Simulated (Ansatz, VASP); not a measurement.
## Two plane-wave programs on Si2C3

```xyz
10
Lattice="2.6272 0.0000 0.0000 -1.3136 2.2752 0.0000 0.0000 0.0000 23.1785" Properties=species:S:1:pos:R:3 pbc="T T T"
Si    1.3136    0.7584    4.5568
Si    1.3136    0.7584    7.0325
Si    0.0000    1.5168   16.1460
Si    0.0000    1.5168   18.6218
C     1.3136    0.7584   17.3839
C     1.3136    0.7584    0.0001
C     1.3136    0.7584   11.5892
C     0.0000    1.5168   23.1785
C     0.0000    1.5168    5.7946
C     0.0000    1.5168   11.5893
```

Alike in both runs: task single point; functional PBE; k mesh 12 × 12 × 1; occupations gaussian, width 0.2 eV; no spin polarisation.

```csv
,VASP,Ansatz
version,VASP 6.6.1,Ansatz 0.2.0
potentials or method,"VASP PAW PBE potentials, release 64 (Si, C), cutoff 520 eV","scalar-relativistic, plane waves, PAW"
valence electrons in the cell,40,40
```

Ansatz gave:

| Quantity | Value |
| --- | --- |
| gap on the k mesh at the Fermi level (eV) | none |
| pressure (GPa) | 0.2 |
| traceless stress, the component that is largest in VASP (GPa) | 0.23 |
| rms of the force components (eV/Å) | 0.026 |

Task: Estimate VASP's values.

Result: gap on the k mesh at the Fermi level (eV): none; pressure (GPa): 0.3; traceless stress, the component that is largest in VASP (GPa): 0.14; rms of the force components (eV/Å): 0.028.

Atom by atom the forces differ by 0.002 eV/Å (rms over components). A gap of «none» marks a metal or a gap that the smearing closes. With one functional, cell and mesh, what is left measures potentials, basis and numerics.
